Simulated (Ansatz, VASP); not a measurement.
# Zn4Se3S in VASP and in Ansatz

File POSCAR:

```
Zn4Se3S
1.0
    5.5956730367      0.0000000000      0.0000000000
    0.0000000000      5.5956730367      0.0000000000
    0.0000000000      0.0000000000      5.5956730367
S Zn Se
1 4 3
Direct
    0.0000000000      0.0000000000      0.0000000000
    0.7564764079      0.7564764079      0.7564764079
    0.2435235921      0.2435235921      0.7564764079
    0.2435235921      0.7564764079      0.2435235921
    0.7564764079      0.2435235921      0.2435235921
    0.5000000000      0.5000000000      0.0000000000
    0.5000000000      0.0000000000      0.5000000000
    0.0000000000      0.5000000000      0.5000000000
```

INCAR.step1

```
SYSTEM = Zn4Se3S
PREC = Accurate ; ENCUT = 520
ISMEAR = 0 ; SIGMA = 0.01
LREAL = .False. ; LASPH = .True.
NELM = 100 ; NBANDS = 46
GGA = PE ; ALGO = Normal
EDIFF = 1E-4 ; LWAVE = .True.
LCHARG = .False.
```

INCAR.step2

```
SYSTEM = Zn4Se3S
PREC = Accurate ; ENCUT = 520
EDIFF = 1E-7 ; ISMEAR = 0
SIGMA = 0.01 ; LREAL = .False.
LASPH = .True. ; NELM = 100
ALGO = Normal ; ISIF = 2
LWAVE = .False. ; LCHARG = .False.
METAGGA = R2SCAN ; LMIXTAU = .True.
NBANDS = 46 ; ISTART = 1
```

Contents of KPOINTS:

```
regular mesh
0
Gamma
  6 6 6
  0 0 0
```

Input for Ansatz:

```yaml
crystal:
  lattice:
    - [5.5956730367, 0.0, 0.0]
    - [0.0, 5.5956730367, 0.0]
    - [0.0, 0.0, 5.5956730367]
  atoms:
    - { symbol: S, position: [0.0, 0.0, 0.0] }
    - { symbol: Zn, position: [0.7564764079, 0.7564764079, 0.7564764079] }
    - { symbol: Se, position: [0.5, 0.5, 0.0] }
    - { symbol: Zn, position: [0.2435235921, 0.2435235921, 0.7564764079] }
    - { symbol: Se, position: [0.5, 0.0, 0.5] }
    - { symbol: Zn, position: [0.2435235921, 0.7564764079, 0.2435235921] }
    - { symbol: Se, position: [0.0, 0.5, 0.5] }
    - { symbol: Zn, position: [0.7564764079, 0.2435235921, 0.2435235921] }
kpoints:
  mp_grid: { grid: [6, 6, 6] }
  band_path:
    path: [[0.0, 0.0, 0.0], [0.0, 0.5, 0.0], [0.5, 0.5, 0.0], [0.5, 0.5, 0.5]]
    npoints: 1
hamiltonian:
  xc: r2scan
scf:
  occupations: { method: fixed }
  n_extra_bands: 6
output:
  forces: true
  stress: true
  eigenvalues: true
```

Alike in both runs: task single point; functional r2SCAN; k mesh 6 × 6 × 6; no spin polarisation.

|  | VASP | Ansatz |
| --- | --- | --- |
| version | VASP 6.6.1 | Ansatz 0.2.0 |
| potentials or method | VASP PAW PBE potentials, release 64 (S, Zn, Se) | plane waves, PAW |
| plane-wave cutoff (eV) | 520 | 500 |
| occupations | gaussian, width 0.01 eV | fixed |
| valence electrons in the cell | 72 | 102 |

```tsv
	VASP	Ansatz	Ansatz less VASP
gap on the k mesh at the Fermi level (eV)	2.02	2.02	-0.005
pressure (GPa)	0.1	0.0	-0.05
rms of the force components (eV/Å)	0.004	0.003	-0.0013
```

VASP's potentials were made for PBE, not for r2SCAN. VASP's potentials hold 72 valence electrons a cell and Ansatz's 102, so a difference there can come from the potentials and not from the codes.
